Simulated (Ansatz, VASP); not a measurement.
InSb: VASP beside Ansatz

Contents of INCAR:

```
PREC     = Accurate       # precision mode
ENCUT    = 520            # plane-wave cutoff, eV
EDIFF    = 1E-7           # SCF threshold, eV
ISMEAR   = -1             # smearing method
SIGMA    = 0.15           # smearing width, eV
LREAL    = False          # projectors in reciprocal space
LASPH    = True           # aspherical terms in the spheres
NELM     = 100            # most SCF steps
ALGO     = Normal         # electronic algorithm
ISIF     = 2              # what is computed and relaxed
LWAVE    = False          # write WAVECAR
LCHARG   = True           # write CHGCAR
GGA      = PE             # functional
LELF     = True           # ELF
LVHAR    = True         
NBANDS   = 16             # bands
```

File KPOINTS:

```
Automatic mesh
0
Gamma
  12 12 12
```

Contents of POSCAR:

```
InSb
1.0
    0.0000000000      3.3405520358      3.3405520358
    3.3405520358      0.0000000000      3.3405520358
    3.3405520358      3.3405520358      0.0000000000
In Sb
1 1
Direct
    0.0000000000      0.0000000000      0.0000000000
    0.7500000000      0.7500000000      0.7500000000
```

Input for Ansatz:

```yaml
crystal:
  lattice:
    - [0.0, 3.3405520358, 3.3405520358]
    - [3.3405520358, 0.0, 3.3405520358]
    - [3.3405520358, 3.3405520358, 0.0]
  atoms:
    - { symbol: In, position: [0.0, 0.0, 0.0] }
    - { symbol: Sb, position: [0.75, 0.75, 0.75] }
basis:
  ecutwfc: 420
kpoints:
  mp_grid: { grid: [12, 12, 12] }
hamiltonian:
  xc: pbe
scf:
  occupations: { method: fermi_dirac, width: 0.15 }
output:
  forces: true
  stress: true
  eigenvalues: true
```

Alike in both runs: task single point; functional PBE; k mesh 12 × 12 × 12; occupations fermi-dirac, width 0.15 eV; no spin polarisation.

|  | VASP | Ansatz |
| --- | --- | --- |
| version | VASP 6.6.1 | Ansatz 0.2.0 |
| potentials or method | VASP PAW PBE potentials, release 64 (In_d, Sb), cutoff 520 eV | scalar-relativistic, plane waves, PAW |
| valence electrons in the cell | 18 | 28 |

|  | VASP | Ansatz | Ansatz less VASP |
| --- | --- | --- | --- |
| gap on the k mesh at the Fermi level (eV) | none | none | - |
| pressure (GPa) | -0.7 | -0.7 | +0.02 |

A gap of «none» marks a metal or a gap that the smearing closes. VASP's potentials hold 18 valence electrons a cell and Ansatz's 28, so a difference there can come from the potentials and not from the codes.

Spin-orbit coupling is off throughout.
